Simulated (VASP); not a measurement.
# SnO: single point with PBE+D3(BJ)

The system is SnO, a slab with vacuum.

```
Sn O
1.0
     3.82016    0.00000    0.00000
     0.00000    3.82016    0.00000
     0.00000    0.00000   22.22608
Sn O
4 4
Direct
  0.75000 0.25000 0.20246
  0.25000 0.75000 0.30878
  0.50000 0.25000 0.50675
  0.00000 0.75000 0.61307
  0.25000 0.25000 0.25562
  0.75000 0.75000 0.25562
  0.00000 0.25000 0.55991
  0.50000 0.75000 0.55991
```

| Property | Result |
| --- | --- |
| Program | VASP 6.6.1 |
| Task | single point |
| Functional | PBE |
| Dispersion | D3(BJ) |
| Potentials or basis | VASP PAW PBE potentials, release 64 (Sn_d, O) |
| Cutoff | 520 eV |
| k mesh | 7 × 7 × 1 |
| Occupations | gaussian, width 0.05 eV |
| Spin | no spin polarisation |

```yaml
Largest_force: 0.164 eV/Å
Band_gap_on_the_k_mesh: 2.60 eV, indirect (least direct gap 2.62 eV)
Dispersion_energy_per_atom: -0.153 eV
```

Forces on the atoms (eV/Å):
```
Sn  -0.002  0.000 -0.083
Sn  -0.005  0.000  0.164
Sn   0.005  0.000 -0.164
Sn   0.002  0.000  0.083
O    0.003  0.000  0.008
O   -0.010  0.000  0.008
O    0.010  0.000 -0.008
O   -0.003  0.000 -0.008
```

Levels at points of the mesh, in eV from the valence-band top:
```
           k point  band 38  band 39  band 40  band 41  band 42  band 43
(0.00, 0.00, 0.00)    -1.88    -0.48    -0.02     2.60     2.93     2.93
```

Run time: 7.7 min on 1 thread of AMD EPYC 7R13 Processor (Zen 3), with other jobs on the host, peak memory 0.43 GiB.

Caveat: spin-orbit coupling is left out, which moves the levels of the heavy elements.
